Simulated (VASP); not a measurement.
Here is a VASP 6.6.1 calculation.

Contents of INCAR:

```
SYSTEM = CO2
PREC = Accurate
ENCUT = 520
EDIFF = 1E-7
ISMEAR = 0
SIGMA = 0.02
LREAL = .False.
LASPH = .True.
NELM = 60
ALGO = Normal
ISIF = 2
LWAVE = .False.
LCHARG = .False.
GGA = PS
NBANDS = 44
```

Contents of KPOINTS:

```
Automatic mesh
0
Gamma
  4 4 4
  0 0 0
```

Contents of POSCAR:

```
CO2
1.0
    5.3631925946      0.0000000000      0.0000000000
    0.0000000000      6.8482343736      0.0000000000
    0.0000000000      0.0000000000      5.9113568425
C O
4 8
Direct
    0.5000000000      0.8414675574      0.7500000000
    0.0000000000      0.3414675574      0.7500000000
    0.0000000000      0.6585324426      0.2500000000
    0.5000000000      0.1585324426      0.2500000000
    0.6715647463      0.1581711592      0.1285533713
    0.3284352537      0.1581711592      0.3714466287
    0.8284352537      0.6581711592      0.1285533713
    0.1715647463      0.3418288408      0.8714466287
    0.1715647463      0.6581711592      0.3714466287
    0.8284352537      0.3418288408      0.6285533713
    0.6715647463      0.8418288408      0.6285533713
    0.3284352537      0.8418288408      0.8714466287
```

Potentials or basis: VASP PAW PBE potentials, release 64 (C, O).

The run is started by

```console
$ cat potpaw_PBE.64/C/POTCAR potpaw_PBE.64/O/POTCAR > POTCAR
$ mpirun -np 1 vasp_std > vasp.out
```

What does it give for the band gap on the k mesh?

6.62 eV (least direct gap 6.63 eV).

Estimate the largest force.

0.707 eV/Å.

Predict the pressure.

1.4 GPa.

Stress tensor (GPa, compression positive):
```
 2.78  0.00  0.00
 0.00 -0.20  0.00
 0.00  0.00  1.57
```

Caveat: this functional lacks dispersion, which holds the molecules together, so the pressure and a relaxed volume are unreliable; the PAW data sets were made with another functional, which shifts forces and pressure a little. A k mesh can miss the band edges.
